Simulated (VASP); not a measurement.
Wanted: the native input for a VASP 6.6.1 run.

```
Task                   : single point
Functional             : revPBE
Potentials or basis    : VASP PAW PBE potentials, release 64 (Zr_sv, C)
Cutoff                 : 520 eV
k mesh                 : 10 × 10 × 10
Occupations            : methfessel-paxton, width 0.005 eV
Spin                   : collinear spin, ferromagnetic start
Starting moments       : [0.5, 0.0] μB
Dipole correction      : no
Further INCAR settings : ALGO = Normal; EDIFF = 1e-06; NBANDS = 19
```

The structure of ZrC lies in POSCAR:

```
ZrC
1.0
    0.0000000000      2.3650000000      2.3650000000
    2.3650000000      0.0000000000      2.3650000000
    2.3650000000      2.3650000000      0.0000000000
Zr C
1 1
Direct
    0.5000000000      0.5000000000      0.5000000000
    0.0000000000      0.0000000000      0.0000000000
```

These files were run (other wordings do the same):

INCAR

```
PREC = Accurate
ENCUT = 520
EDIFF = 1E-6
ISMEAR = 1
SIGMA = 0.005
LREAL = F
LASPH = T
NELM = 150
ALGO = Normal
ISIF = 2
LWAVE = F
LCHARG = T
ISPIN = 2
MAGMOM = 0.5 0
LORBIT = 11
LMAXMIX = 4
GGA = RE
LELF = T
LVHAR = T
NBANDS = 19
```

KPOINTS

```
regular mesh
0
Gamma
  10 10 10
```

Potentials or basis: VASP PAW PBE potentials, release 64 (Zr_sv, C).

The run is started by

```console
$ cat potpaw_PBE.64/Zr_sv/POTCAR potpaw_PBE.64/C/POTCAR > POTCAR
$ mpirun -np 1 vasp_std > vasp.out
```

It gave:

```yaml
Pressure: -0.4 GPa
Band_gap_on_the_k_mesh: zero (filled and empty bands overlap)
Net_moment: 0.00 μB per cell
Valence_electrons_inside_the_program's_atomic_spheres: Zr 9.81; C 2.35
```

Caveat: the PAW data sets were made with another functional, which shifts forces and pressure a little.

Wall time 34 s on 1 thread of Intel(R) Xeon(R) Platinum 8488C (Sapphire Rapids), on a shared host, peak memory 0.19 GiB.
